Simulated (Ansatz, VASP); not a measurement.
# One calculation of Au, two programs

INCAR

```
SYSTEM = Au
  AGGAC = 1.0
  AGGAX = 1.0
  ALDAC = 0.0
  ALDAX = 1.0
  ALGO = Normal
  EDIFF = 1E-6
  ENCUT = 520
  GGA = B5
  ISIF = 2
  ISMEAR = -1
  LASPH = .True.
  LCHARG = .False.
  LREAL = .False.
  LWAVE = .False.
  NBANDS = 24
  NELM = 60
  PREC = Accurate
  SIGMA = 0.1
```

KPOINTS

```
k-points
0
Gamma
  9 9 12
  0 0 0
```

File POSCAR:

```
Au
1.0
    4.7388902474      0.0000000000      0.0000000000
   -2.3694451237      4.1039993400      0.0000000000
    0.0000000000      0.0000000000      2.8204486183
Au
3
Direct
    0.0000000000      1.0000000000      0.0000000000
    0.3333333333      0.6666666667      0.5000000000
    0.6666666667      0.3333333333      0.5000000000
```

Input for Ansatz:

```yaml
crystal:
  lattice:
    - [4.7388902474, 0.0, 0.0]
    - [-2.3694451237, 4.10399934, 0.0]
    - [0.0, 0.0, 2.8204486183]
  atoms:
    - { symbol: Au, position: [0.0, 1.0, 0.0] }
    - { symbol: Au, position: [0.3333333333, 0.6666666667, 0.5] }
    - { symbol: Au, position: [0.6666666667, 0.3333333333, 0.5] }
hamiltonian:
  xc: blyp
  pseudopotentials:
    kind: paw
    azcp:
      Au: "pseudopotentials/Au.paw.azcp"
basis:
  ecutwfc: 420
  fft_grid_basis: typed
kpoints:
  mp_grid: { grid: [9, 9, 12], shift: [0, 0, 0] }
magnetization:
  spin_polarized: false
scf:
  occupations: { method: fermi_dirac, width: 0.1 }
  lower_state_search: "off"
output:
  stress: true
```

Alike in both runs: task single point; functional BLYP; k mesh 9 × 9 × 12; occupations fermi-dirac, width 0.1 eV; no spin polarisation.

|  | VASP | Ansatz |
| --- | --- | --- |
| version | VASP 6.6.1 | Ansatz 0.2.0 |
| potentials or method | VASP PAW PBE potentials, release 64 (Au), cutoff 520 eV | plane waves (420 eV) with PAW, scalar-relativistic |
| valence electrons in the cell | 33 | 57 |

|  | VASP | Ansatz | Ansatz less VASP |
| --- | --- | --- | --- |
| pressure (GPa) | 10.9 | 10.3 | -0.62 |
| traceless stress, the component that is largest in VASP (GPa) | -1.17 | -1.22 | -0.050 |

VASP's potentials were made for PBE, not for BLYP. The functional is the same, so the differences come from potentials, cutoffs and numerics. VASP's potentials hold 33 valence electrons a cell and Ansatz's 57, so a difference there can come from the potentials and not from the codes.

Neither program's run includes spin-orbit coupling.
